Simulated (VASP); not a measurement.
Wanted: the native input for a VASP 6.6.1 run.

* Task: single point
* Functional: HSE06
* Potentials or basis: VASP PAW PBE potentials, release 64 (Pb_d, S)
* Cutoff: 520 eV
* k mesh: 4 × 4 × 4
* Occupations: fermi-dirac, width 0.05 eV
* Spin: no spin polarisation
* Dipole correction: no
* Grid for exact exchange (PRECFOCK): Normal
* Further INCAR settings: ALGO = Normal; EDIFF = 1e-06; NBANDS = 28
* Share of exact exchange: 0.25
* Screening parameter: 0.2079 1/Å

PbS:

```xyz
4
Lattice="2.0800 -5.9913 0.0000 2.0800 5.9913 0.0000 0.0000 0.0000 4.2793" Properties=species:S:1:pos:R:3 pbc="T T T"
Pb    2.0800    4.4268    1.0698
Pb    2.0800   -4.4268    3.2095
S     2.0800    1.7399    1.0698
S     2.0800   -1.7399    3.2095
```

The input as run:

POSCAR

```
PbS
1.0
    2.0799526950     -5.9912968650      0.0000000000
    2.0799526950      5.9912968650      0.0000000000
    0.0000000000      0.0000000000      4.2793209400
Pb S
2 2
Direct
    0.1305633500      0.8694366500      0.2500000000
    0.8694366500      0.1305633500      0.7500000000
    0.3547970900      0.6452029100      0.2500000000
    0.6452029100      0.3547970900      0.7500000000
```

INCAR.step1

```
PREC = Accurate
ENCUT = 520
EDIFF = 1E-5
ISMEAR = -1
SIGMA = 0.05
LREAL = F
LASPH = T
NELM = 80
ALGO = Normal
ISIF = 2
LWAVE = T
LCHARG = F
GGA = PE
NBANDS = 28
KPAR = 4
```

INCAR.step2

```
PREC = Accurate
ENCUT = 520
EDIFF = 1E-6
ISMEAR = -1
SIGMA = 0.05
LREAL = F
LASPH = T
NELM = 80
ALGO = Normal
ISIF = 2
LWAVE = F
LCHARG = F
GGA = PE
LHFCALC = T
HFSCREEN = 0.2079
PRECFOCK = Normal
ISTART = 1
NBANDS = 28
KPAR = 4
```

KPOINTS

```
regular mesh
0
Gamma
  4 4 4
```

Potentials or basis: VASP PAW PBE potentials, release 64 (Pb_d, S).

Launch:

```console
$ cat potpaw_PBE.64/Pb_d/POTCAR potpaw_PBE.64/S/POTCAR > POTCAR
$ cp INCAR.step1 INCAR
$ mpirun -np 4 vasp_std > vasp.out
$ cp INCAR.step2 INCAR
$ mpirun -np 4 vasp_std > vasp.out
```

It gave:

| Quantity | Value |
| --- | --- |
| Pressure | -0.5 GPa |
| Largest force | 0.127 eV/Å |
| Band gap on the k mesh | 1.84 eV (least direct gap 2.28 eV) |

Caveat: the PAW data sets were made with another functional, which shifts forces and pressure a little; spin-orbit coupling is left out, which moves the levels of the heavy elements.

Wall time 43 min on 4 MPI ranks on AMD EPYC 7R13 Processor (Zen 3) (shared host), peak memory 0.41 GiB a rank.
